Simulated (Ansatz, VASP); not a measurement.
# Be24NO in VASP and in Ansatz

```
Be N O
1.0
     4.52544    0.00000    0.00000
     0.00000    7.13362    0.00000
     0.00000    0.00000   22.36855
Be N O
24 1 1
Direct
  0.00000 0.37500 0.17882
  0.00000 0.87500 0.17882
  0.50000 0.37500 0.17882
  0.50000 0.87500 0.17882
  0.25000 0.12500 0.20802
  0.25000 0.62500 0.20802
  0.75000 0.12500 0.20802
  0.75000 0.62500 0.20802
  0.25000 0.37500 0.26643
  0.25000 0.87500 0.26643
  0.75000 0.37500 0.26643
  0.75000 0.87500 0.26643
  0.00000 0.12500 0.29031
  0.00000 0.62500 0.29031
  0.50000 0.12500 0.29031
  0.50000 0.62500 0.29031
  0.00000 0.37500 0.35468
  0.00000 0.87500 0.35468
  0.50000 0.37500 0.35468
  0.50000 0.87500 0.35468
  0.25000 0.12500 0.37412
  0.25000 0.62500 0.37412
  0.75000 0.12500 0.37412
  0.75000 0.62500 0.37412
  0.75000 0.45833 0.44476
  0.81984 0.52817 0.49044
```

Alike in both runs: task single point; functional PBE; k mesh 6 × 4 × 1; occupations gaussian, width 0.1 eV; collinear spin.

```csv
,VASP,Ansatz
version,VASP 6.6.1,Ansatz 0.2.0
potentials or method,"VASP PAW PBE potentials, release 64 (Be, N, O), cutoff 520 eV","scalar-relativistic, plane waves, PAW"
valence electrons in the cell,59,59
```

VASP gave:

| Quantity | Value |
| --- | --- |
| gap on the k mesh at the Fermi level (eV) | none |
| rms of the force components (eV/Å) | 0.339 |
| net moment per atom (μB) | 0.00 |

**Question.** Estimate Ansatz's values.

**Answer.** gap on the k mesh at the Fermi level (eV): none; rms of the force components (eV/Å): 0.259; net moment per atom (μB): 0.00.

Atom by atom the forces differ by 0.174 eV/Å (rms over components). A gap of «none» marks a metal or a gap that the smearing closes. With one functional, cell and mesh, what is left measures potentials, basis and numerics. Ansatz's warnings: seeded moment not kept.

Noted on VASP's run: the standard files for N, O and F lose accuracy on very short bonds.
